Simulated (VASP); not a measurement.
TiTe2: relaxation of shape and atoms at fixed volume with PBE+D3(BJ)

Crystal: TiTe2.

```
Ti Te
1.0
     3.78413    0.00000    0.00000
    -1.89206    3.27715    0.00000
     0.00000    0.00000    6.64151
Ti Te
1 2
Direct
  0.00000 0.00000 0.00000
  0.66667 0.33333 0.26245
  0.33333 0.66667 0.73755
```

- Program: VASP 6.6.1
- Task: relaxation of shape and atoms at fixed volume
- Functional: PBE
- Dispersion: D3(BJ)
- Potentials or basis: VASP PAW PBE potentials, release 64 (Ti_sv, Te)
- Cutoff: 600 eV
- k mesh: 15 × 15 × 8
- Occupations: gaussian, width 0.1 eV
- Spin: no spin polarisation
- Dipole correction: no
- Further INCAR settings: ALGO = Normal; EDIFF = 1e-06; IBRION = 2; EDIFFG = -0.01; NSW = 50; ISIF = 4

* Energy gained by relaxing: 2.5 meV/atom
* Ionic steps: 6
* Pressure after relaxing: -2.4 GPa
* Band gap on the k mesh: zero (bands 12 and 13 overlap by 0.66 eV)
* Dispersion energy per atom: -0.479 eV

Step by step:
| step | energy change (eV) | largest force (eV/Å) | pressure (GPa) | volume (Å³) |
| --- | --- | --- | --- | --- |
| 1 | 0.0000 | 0.2292 | -3.49 | 82.36 |
| 2 | -0.0040 | 0.1289 | -3.13 | 82.36 |
| 3 | -0.0056 | 0.0181 | -2.73 | 82.36 |
| 4 | -0.0057 | 0.0079 | -2.67 | 82.36 |
| 5 | -0.0067 | 0.0041 | -2.59 | 82.36 |
| 6 | -0.0076 | 0.0017 | -2.43 | 82.36 |

Final structure:
```yaml
crystal:
  lattice:
    - [3.76394, 0.00000, 0.00000]
    - [-1.88197, 3.25967, 0.00000]
    - [0.00000, 0.00000, 6.71294]
  atoms:
    - { symbol: Ti, position: [0.00000, 0.00000, 0.00000] }
    - { symbol: Te, position: [0.66667, 0.33333, 0.25735] }
    - { symbol: Te, position: [0.33333, 0.66667, 0.74265] }
```

Levels at points of the mesh, in eV from the Fermi level:
```csv
k point,band 9,band 10,band 11,band 12,band 13,band 14,band 15,band 16
"(0.00, 0.00, 0.00)",-1.61,0.22,0.29,0.38,0.38,1.09,1.09,3.11
"(0.00, 0.00, 0.50)",-1.56,-1.56,0.38,0.38,0.86,0.86,0.92,3.42
```

Wall time 7.7 min on 1 thread of Intel(R) Xeon(R) 6975P-C (Granite Rapids), on a shared host, peak memory 0.48 GiB.

Caveat: spin-orbit coupling is left out, which moves the levels of the heavy elements.
